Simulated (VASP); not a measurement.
# Zr2BiN2 (P4/mmm) in VASP: further runs

Zr2BiN2 is run at these levels: PBE; tasks: single point.

Program: VASP 6.6.1. These are calculated values, not measurements. Logs are shortened: lines on timing, memory, paths and dates and some standing lists are left out, and cuts for length are marked.

**1. The cell of the first run**

It takes space group P4/mmm (No. 123, tetragonal). The conventional cell has a = 4.399 Å, b = 4.399 Å, c = 4.553 Å, α = 90.00°, β = 90.00°, γ = 90.00°. Zr (site symmetry mmm) has 4 N at 2.31 Å within 3.1 Å. Within 4.2 Å of Bi (site symmetry 4/mmm) lie 8 Zr at 3.17 Å and 8 N at 3.48 Å. N (site symmetry 4mm) has 1 N at 1.43 Å within 1.9 Å.

**2. Single point, PBE**

INCAR

```
SYSTEM = Zr2BiN2
PREC = Accurate ; ENCUT = 600
EDIFF = 1E-6 ; ISMEAR = -1
SIGMA = 0.1 ; LREAL = .False.
LASPH = .True. ; NELM = 120
ALGO = Normal ; ISIF = 2
LWAVE = .False. ; LCHARG = .False.
GGA = PE ; NBANDS = 32
GGA_COMPAT = .False.
```

KPOINTS

```
Automatic mesh
0
Gamma
  8 8 8
  0 0 0
```

POSCAR

```
Zr2BiN2
1.0
    4.3994058606      0.0000000000      0.0000000000
    0.0000000000      4.3994058606      0.0000000000
    0.0000000000      0.0000000000      4.5532983542
Zr Bi N
2 1 2
Direct
    0.5000000000      0.0000000000      0.5000000000
    0.0000000000      0.5000000000      0.5000000000
    0.0000000000      0.0000000000      0.0000000000
    0.5000000000      0.5000000000      0.6570356276
    0.5000000000      0.5000000000      0.3429643724
```

Potentials or basis: VASP PAW PBE potentials, release 64 (Zr_sv, Bi_d, N).

The run is started by

```sh
$ cat potpaw_PBE.64/Zr_sv/POTCAR potpaw_PBE.64/Bi_d/POTCAR potpaw_PBE.64/N/POTCAR > POTCAR
$ mpirun -np 1 vasp_std > vasp.out
```

OUTCAR:

```text
SYSTEM = Zr2BiN2
   PREC = Accurate
   ENCUT = 600
   EDIFF = 1E-6
   ISMEAR = -1
   LREAL = .False.
   LASPH = .True.
   NELM = 120
   ISIF = 2
   GGA = PE

 ion  position               nearest neighbor table
   1  0.500  0.000  0.500-   4 2.31   5 2.31   4 2.31   5 2.31   2 3.11   2 3.11   2 3.11   2 3.11
                             3 3.17   3 3.17   3 3.17   3 3.17
   2  0.000  0.500  0.500-   4 2.31   5 2.31   4 2.31   5 2.31   1 3.11   1 3.11   1 3.11   1 3.11
                             3 3.17   3 3.17   3 3.17   3 3.17
   3  0.000  0.000  0.000-   1 3.17   2 3.17   1 3.17   2 3.17   2 3.17   2 3.17   1 3.17   1 3.17

   4  0.500  0.500  0.657-   5 1.43   2 2.31   1 2.31   1 2.31   2 2.31
   5  0.500  0.500  0.343-   4 1.43   2 2.31   1 2.31   1 2.31   2 2.31

  LATTYP: Found a simple tetragonal cell.
 ALAT       =     4.3994058606
 C/A-ratio  =     1.0349802902

  Lattice vectors:

 A1 = (   4.3994058606,   0.0000000000,   0.0000000000)
 A2 = (   0.0000000000,   4.3994058606,   0.0000000000)
 A3 = (   0.0000000000,   0.0000000000,   4.5532983542)

Analysis of symmetry for initial positions (statically):
=====================================================================
 Subroutine PRICEL returns:
 Original cell was already a primitive cell.

 Routine SETGRP: Setting up the symmetry group for a
 simple tetragonal supercell.

 Subroutine GETGRP returns: Found 16 space group operations
 (whereof 16 operations were pure point group operations)
 out of a pool of 16 trial point group operations.

The static configuration has the point symmetry D_4h.

Analysis of symmetry for dynamics (positions and initial velocities):
=====================================================================
 Subroutine PRICEL returns:
 Original cell was already a primitive cell.

 Routine SETGRP: Setting up the symmetry group for a
 simple tetragonal supercell.

 Subroutine GETGRP returns: Found 16 space group operations
 (whereof 16 operations were pure point group operations)
 out of a pool of 16 trial point group operations.

The dynamic configuration has the point symmetry D_4h.

 Subroutine INISYM returns: Found 16 space group operations
 (whereof 16 operations are pure point group operations),
 and found     1 'primitive' translations

----------------------------------------------------------------------------------------

                                     Primitive cell

  volume of cell :      88.1281

  direct lattice vectors                    reciprocal lattice vectors
     4.399405861  0.000000000  0.000000000     0.227303420  0.000000000  0.000000000
     0.000000000  4.399405861  0.000000000     0.000000000  0.227303420  0.000000000
     0.000000000  0.000000000  4.553298354     0.000000000  0.000000000  0.219621014

  length of vectors
     4.399405861  4.399405861  4.553298354     0.227303420  0.227303420  0.219621014

  position of ions in fractional coordinates (direct lattice)
     0.500000000  0.000000000  0.500000000
     0.000000000  0.500000000  0.500000000
     0.000000000  0.000000000  0.000000000
     0.500000000  0.500000000  0.657035628
     0.500000000  0.500000000  0.342964372

  ion indices of the primitive-cell ions
   primitive index   ion index
                 1           1
                 2           2
                 3           3
                 4           4
                 5           5

----------------------------------------------------------------------------------------

 KPOINTS: Automatic mesh

Automatic generation of k-mesh.
 Grid dimensions read from file:
 generate k-points for:    8    8    8

 Generating k-lattice:

  Cartesian coordinates                     Fractional coordinates (reciprocal lattice)
     0.028412928  0.000000000  0.000000000     0.125000000  0.000000000  0.000000000
     0.000000000  0.028412928  0.000000000     0.000000000  0.125000000  0.000000000
     0.000000000  0.000000000  0.027452627     0.000000000  0.000000000  0.125000000

  Length of vectors
     0.028412928  0.028412928  0.027452627

  Shift w.r.t. Gamma in fractional coordinates (k-lattice)
     0.000000000  0.000000000  0.000000000

 Subroutine IBZKPT returns following result:
 ===========================================

 Found     75 irreducible k-points:

 Following reciprocal coordinates:
            Coordinates               Weight
  0.000000  0.000000  0.000000      1.000000
  0.125000  0.000000  0.000000      4.000000
  0.250000  0.000000  0.000000      4.000000
  0.375000  0.000000  0.000000      4.000000
  0.500000  0.000000  0.000000      2.000000
  0.125000  0.125000  0.000000      4.000000
[... 16 lines left out ...]
  0.375000  0.125000  0.125000     16.000000
  0.500000  0.125000  0.125000      8.000000
 [... further k-points ...]
   k-points           NKPTS =     75   k-points in BZ     NKDIM =     75   number of bands    NBANDS=     32
   number of dos      NEDOS =    301   number of ions     NIONS =      5
   total plane-waves  NPLWV =  46656
   dimension x,y,z NGX =    36 NGY =   36 NGZ =   36
   dimension x,y,z NGXF=    72 NGYF=   72 NGZF=   72
   ions per type =               2   1   2
   NGX,Y,Z   is equivalent  to a cutoff of  13.60, 13.60, 13.14 a.u.
   NGXF,Y,Z  is equivalent  to a cutoff of  27.21, 27.21, 26.29 a.u.
 SYSTEM =  Zr2BiN2
   PREC   = accura    normal or accurate (medium, high low for compatibility)
   ISTART =      0    job   : 0-new  1-cont  2-samecut
   ICHARG =      2    charge: 1-file 2-atom 10-const
   ISPIN  =      1    spin polarized calculation?
   LNONCOLLINEAR =      F non collinear calculations
   LSORBIT =      F    spin-orbit coupling
   LASPH  =      T    aspherical Exc in radial PAW
   ENCUT  =  600.0 eV  44.10 Ry    6.64 a.u.   8.79  8.79  9.09*2*pi/ulx,y,z
   NELM   =    120;   NELMIN=  2; NELMDL= -5     # of ELM steps
   EDIFF  = 0.1E-05   stopping-criterion for ELM
   LREAL  =      F    real-space projection
   EDIFFG = 0.1E-04   stopping-criterion for IOM
   NSW    =      0    number of steps for IOM
   IBRION =     -1    ionic relax: 0-MD 1-quasi-New 2-CG
   NFREE  =      0    steps in history (QN), initial steepest desc. (CG)
   ISIF   =      2    stress and relaxation
   ISYM   =      2    0-nonsym 1-usesym 2-fastsym
   POTIM  = 0.5000    time-step for ionic-motion
   TEBEG  =    0.0;   TEEND  =   0.0 temperature during run
   PSTRESS=    0.0 pullay stress
   NELECT =      49.0000    total number of electrons
   NUPDOWN=      -1.0000    fix difference up-down
   EMIN   =  10.00;   EMAX   =-10.00  energy-range for DOS
   EFERMI =   0.00;   METHOD = LEGACY
   ISMEAR =    -1;   SIGMA  =   0.10  broadening in eV -4-tet -1-fermi 0-gaus
   EFERMI_NEDOS =   21; number of points for ismear=-14 and -15
   IALGO  =     38    algorithm
   IMIX   =      4    mixing-type and parameters
     AMIX     =   0.40;   BMIX     =  1.00
     AMIX_MAG =   1.60;   BMIX_MAG =  1.00
  volume/ion in A,a.u.               =      17.63       118.94
  Fermi-wavevector in a.u.,A,eV,Ry     =   1.346177  2.543905 24.656373  1.812192
  Thomas-Fermi vector in A             =   2.474030
   LORBIT       =      0    0 simple, 1 ext, 2 COOP (PROOUT), +10 PAW based schemes
   GGA     = PE    functional components
   LHFCALC =     F    Hartree Fock is set to
   AEXX    =    0.0000 exact exchange contribution
   IVDW    =     0    specifies the selected vdW correction
   LEPSILON=     F    determine dielectric tensor
   LRPA    =     F    only Hartree local field effects (RPA)
 non-spin polarized calculation
  energy-cutoff  :      600.00
  volume of cell :       88.13
 maximum number of plane-waves:      2963
 NGX is ok and might be reduce to    36
   NGX = 17   NGY = 17   NGZ = 19

 number of electron      48.9999995 magnetization

 Free energy of the ion-electron system (eV)
  ---------------------------------------------------
  ext. energy  EPLUGINS =         0.00000000
  ---------------------------------------------------
  free energy    TOTEN  =       -39.17380916 eV

  energy without entropy =      -39.04927855  energy(sigma->0) =      -39.11154386

 E-fermi :   8.3303     XC(G=0): -11.0292

 val. band max:        8.3267594765   @ k =   0.5000   0.3750   0.3750
 cond. band min:       8.3441730946   @ k =   0.3750   0.3750   0.5000
 fundamental gap:      0.0174136180
 Fermi energy:         8.3303082655

 k-point     1 :       0.0000    0.0000    0.0000
  band No.  band energies     occupation
      1     -40.7520      2.00000
      2     -40.6077      2.00000
      3     -19.1112      2.00000
      4     -19.1112      2.00000
      5     -18.8687      2.00000
      6     -18.6836      2.00000
[... 24 lines left out ...]
     31      11.9969      0.00000
     32      13.7495      0.00000

 k-point     2 :       0.1250    0.0000    0.0000
  band No.  band energies     occupation
      1     -40.7464      2.00000
      2     -40.6130      2.00000
      3     -19.1059      2.00000
      4     -19.0884      2.00000
      5     -18.8620      2.00000
      6     -18.6910      2.00000
[... 24 lines left out ...]
     31      12.1237      0.00000
     32      13.6565      0.00000

 k-point     3 :       0.2500    0.0000    0.0000
  band No.  band energies     occupation
      1     -40.7304      2.00000
      2     -40.6283      2.00000
      3     -19.0869      2.00000
      4     -19.0232      2.00000
      5     -18.8428      2.00000
      6     -18.7118      2.00000
[... 24 lines left out ...]
     31      12.3910      0.00000
     32      12.7392      0.00000

 k-point     4 :       0.3750    0.0000    0.0000
  band No.  band energies     occupation
      1     -40.7067      2.00000
      2     -40.6514      2.00000
      3     -19.0508      2.00000
      4     -18.9245      2.00000
      5     -18.8140      2.00000
      6     -18.7626      2.00000
[... 654 lines left out ...]
     31      12.7872      0.00000
     32      13.0473      0.00000

 k-point    23 :       0.3750    0.1250    0.1250
  band No.  band energies     occupation
      1     -40.7043      2.00000
      2     -40.6533      2.00000
      3     -19.1952      2.00000
      4     -18.9015      2.00000
      5     -18.8132      2.00000
      6     -18.7840      2.00000
[... 24 lines left out ...]
     31      12.2299      0.00000
     32      12.7807      0.00000

 k-point    24 :       0.5000    0.1250    0.1250
  band No.  band energies     occupation
      1     -40.6792      2.00000
      2     -40.6780      2.00000
      3     -19.1872      2.00000
      4     -18.9571      2.00000
      5     -18.7849      2.00000
      6     -18.7755      2.00000
[... 24 lines left out ...]
     31      11.9378      0.00000
     32      12.8777      0.00000

 [... further k-points ...]
[... 5 lines left out ...]
  --------------------------------------------------------------------------------------
  -------------------------------------------------------------------------------------
  Total        0.1275975      0.1275975      0.0886820      0.0000000      0.0000000      0.0000000
  in kB        2.3197353      2.3197353      1.6122484      0.0000000      0.0000000      0.0000000
  external PRESSURE =       2.0839063 kB  Pullay stress =       0.0000000 kB

 VOLUME and BASIS-vectors are now :
 -----------------------------------------------------------------------------
  energy-cutoff  :      600.00
  volume of cell :       88.13
      direct lattice vectors                 reciprocal lattice vectors
     4.399405861  0.000000000  0.000000000     0.227303420  0.000000000  0.000000000
     0.000000000  4.399405861  0.000000000     0.000000000  0.227303420  0.000000000
     0.000000000  0.000000000  4.553298354     0.000000000  0.000000000  0.219621014

 POSITION                                       TOTAL-FORCE (eV/Angst)
 -----------------------------------------------------------------------------------
      2.19970      0.00000      2.27665         0.000000      0.000000      0.000000
      0.00000      2.19970      2.27665         0.000000      0.000000      0.000000
      0.00000      0.00000      0.00000         0.000000      0.000000      0.000000
      2.19970      2.19970      2.99168         0.000000      0.000000      0.126184
      2.19970      2.19970      1.56162         0.000000     -0.000000     -0.126184
 -----------------------------------------------------------------------------------
    total drift:                                0.000000      0.000000      0.000000

  FREE ENERGIE OF THE ION-ELECTRON SYSTEM (eV)
  ---------------------------------------------------
  free  energy   TOTEN  =       -39.1738091640 eV

  energy  without entropy=      -39.0492785505  energy(sigma->0) =      -39.11154386
```

Wall time 4.3 min (1 thread of AMD EPYC 9R45 (Zen 5), shared host); peak memory 0.34 GiB.

What came out:

```
Free energy   : -39.1738 eV
Pressure      : 0.2 GPa
Largest force : 0.126 eV/Å
```

Forces in eV/Å, atoms in the order of the input:
```
Zr   0.000  0.000  0.000
Zr   0.000  0.000  0.000
Bi   0.000  0.000  0.000
N    0.000  0.000  0.126
N    0.000  0.000 -0.126
```

Caveat: spin-orbit coupling is left out, which moves the levels of the heavy elements.

**3. Single point, PBE, collinear spin, ferromagnetic start**

This run uses another cell than the first one, of 17.56 Å³/atom, 0.996 times its volume.

INCAR

```
  PREC = Accurate
  ENCUT = 600
  EDIFF = 1E-6
  ISMEAR = 0
  SIGMA = 0.1
  LREAL = F
  LASPH = T
  NELM = 200
  ALGO = Normal
  ISIF = 2
  LWAVE = F
  LCHARG = T
  ISPIN = 2
  MAGMOM = 1 1 0 0 0
  LORBIT = 11
  LMAXMIX = 4
  GGA = PE
  LELF = T
  LVHAR = T
  NBANDS = 36
  GGA_COMPAT = F
```

KPOINTS

```
regular mesh
0
Gamma
  4 4 4
```

POSCAR

```
Zr2BiN2
1.0
    4.4039022782      0.0000000000      0.0000000000
    0.0000000000      4.4039022782      0.0000000000
    0.0000000000      0.0000000000      4.5274626539
Zr Bi N
2 1 2
Direct
    0.5000000000      0.0000000000      0.5000000000
    0.0000000000      0.5000000000      0.5000000000
    0.0000000000      0.0000000000      0.0000000000
    0.5000000000      0.5000000000      0.6569760399
    0.5000000000      0.5000000000      0.3430239601
```

Potentials or basis: VASP PAW PBE potentials, release 64 (Zr_sv, Bi_d, N).

The run is started by

```sh
$ cat potpaw_PBE.64/Zr_sv/POTCAR potpaw_PBE.64/Bi_d/POTCAR potpaw_PBE.64/N/POTCAR > POTCAR
$ mpirun -np 1 vasp_std > vasp.out
```

Wall time 2.7 min (1 thread of AMD EPYC 9R45 (Zen 5), shared host); peak memory 0.27 GiB.

Results (log left out):

| Quantity | Value |
| --- | --- |
| Free energy | -39.1643 eV |
| Pressure | 0.3 GPa |
| Largest force | 0.174 eV/Å |
| Net moment | 0.00 μB per cell |
| Valence electrons inside the program's atomic spheres | Zr 9.82; Bi 12.98; N 3.68 |

Forces in eV/Å, atoms in the order of the input:
```
Zr   0.000  0.000  0.000
Zr   0.000  0.000  0.000
Bi   0.000  0.000  0.000
N    0.000  0.000  0.174
N    0.000  0.000 -0.174
```

Stress tensor (GPa, compression positive):
```
0.38 0.00 0.00
0.00 0.38 0.00
0.00 0.00 0.09
```

Levels at points of the mesh, in eV from the Fermi level:
Spin up:
| k point | band 22 | band 23 | band 24 | band 25 | band 26 | band 27 |
| --- | --- | --- | --- | --- | --- | --- |
| (0.00, 0.00, 0.00) | -1.88 | -1.77 | -0.80 | 0.16 | 0.16 | 0.74 |
| (0.50, 0.00, 0.00) | -2.04 | -1.12 | -0.55 | 0.62 | 0.91 | 1.25 |
| (0.50, 0.50, 0.00) | -3.09 | -0.30 | -0.30 | -0.10 | -0.10 | 2.81 |
| (0.00, 0.00, 0.50) | -3.79 | -1.75 | -0.21 | -0.21 | 1.13 | 2.46 |
| (0.50, 0.00, 0.50) | -1.80 | -1.63 | -0.48 | 0.23 | 1.36 | 1.39 |
| (0.50, 0.50, 0.50) | -2.64 | -0.18 | -0.18 | 1.13 | 1.13 | 1.79 |
Spin down:
| k point | band 20 | band 21 | band 22 | band 23 | band 24 | band 25 | band 26 | band 27 | band 28 | band 29 |
| --- | --- | --- | --- | --- | --- | --- | --- | --- | --- | --- |
| (0.00, 0.00, 0.00) | -2.76 | -2.76 | -1.88 | -1.77 | -0.80 | 0.16 | 0.16 | 0.74 | 1.70 | 1.70 |
| (0.50, 0.00, 0.00) | -2.88 | -2.47 | -2.04 | -1.12 | -0.55 | 0.62 | 0.91 | 1.25 | 1.86 | 2.27 |
| (0.50, 0.50, 0.00) | -3.43 | -3.09 | -3.09 | -0.30 | -0.30 | -0.10 | -0.10 | 2.81 | 2.83 | 3.08 |
| (0.00, 0.00, 0.50) | -3.93 | -3.79 | -3.79 | -1.75 | -0.21 | -0.21 | 1.13 | 2.46 | 3.59 | 4.74 |
| (0.50, 0.00, 0.50) | -3.94 | -2.80 | -1.80 | -1.63 | -0.48 | 0.23 | 1.36 | 1.39 | 2.24 | 2.24 |
| (0.50, 0.50, 0.50) | -2.72 | -2.72 | -2.64 | -0.18 | -0.18 | 1.13 | 1.13 | 1.79 | 1.79 | 1.79 |

Caveat: spin-orbit coupling is left out, which moves the levels of the heavy elements.
